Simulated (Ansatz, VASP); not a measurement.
## One calculation of As, two programs

File INCAR:

```
PREC = Accurate
ENCUT = 520
EDIFF = 1E-6
ISMEAR = -1
SIGMA = 0.1
LREAL = False
LASPH = True
NELM = 80
ALGO = Normal
ISIF = 2
LWAVE = False
LCHARG = True
GGA = B5
ALDAX = 1.0
AGGAX = 1.0
AGGAC = 1.0
ALDAC = 0.0
LELF = True
LVHAR = True
NBANDS = 14
```

Contents of KPOINTS:

```
Automatic mesh
0
Gamma
  8 8 12
```

File POSCAR:

```
As
1.0
    5.0830921266      0.0000000000      0.0000000000
   -2.5415460633      4.4020869114      0.0000000000
    0.0000000000      0.0000000000      2.9605381949
As
3
Direct
    1.0000000000      0.0000000000      0.0000000000
    0.3333333333      0.6666666667      0.5000000000
    0.6666666667      0.3333333333      0.5000000000
```

Input for Ansatz:

```yaml
crystal:
  lattice:
    - [5.0830921266, 0.0, 0.0]
    - [-2.5415460633, 4.4020869114, 0.0]
    - [0.0, 0.0, 2.9605381949]
  atoms:
    - { symbol: As, position: [1.0, 0.0, 0.0] }
    - { symbol: As, position: [0.3333333333, 0.6666666667, 0.5] }
    - { symbol: As, position: [0.6666666667, 0.3333333333, 0.5] }
hamiltonian:
  xc: blyp
  pseudopotentials:
    kind: paw
    azcp:
      As: "pseudopotentials/As.paw.azcp"
basis:
  ecutwfc: 420
  fft_grid_basis: typed
kpoints:
  mp_grid: { grid: [8, 8, 12], shift: [0, 0, 0] }
magnetization:
  spin_polarized: false
scf:
  occupations: { method: fermi_dirac, width: 0.1 }
  lower_state_search: "off"
output:
  stress: true
```

Alike in both runs: task single point; functional BLYP; k mesh 8 × 8 × 12; occupations fermi-dirac, width 0.1 eV; no spin polarisation.

|  | VASP | Ansatz |
| --- | --- | --- |
| version | VASP 6.6.1 | Ansatz 0.2.0 |
| potentials or method | VASP PAW PBE potentials, release 64 (As), cutoff 520 eV | plane waves (420 eV) with PAW, scalar-relativistic |
| valence electrons in the cell | 15 | 45 |

```tsv
	VASP	Ansatz	Ansatz less VASP
pressure (GPa)	-2.1	-2.2	-0.17
traceless stress, the component that is largest in VASP (GPa)	-0.37	-0.36	+0.006
```

VASP's potentials were made for PBE, not for BLYP. VASP's potentials hold 15 valence electrons a cell and Ansatz's 45, so a difference there can come from the potentials and not from the codes.
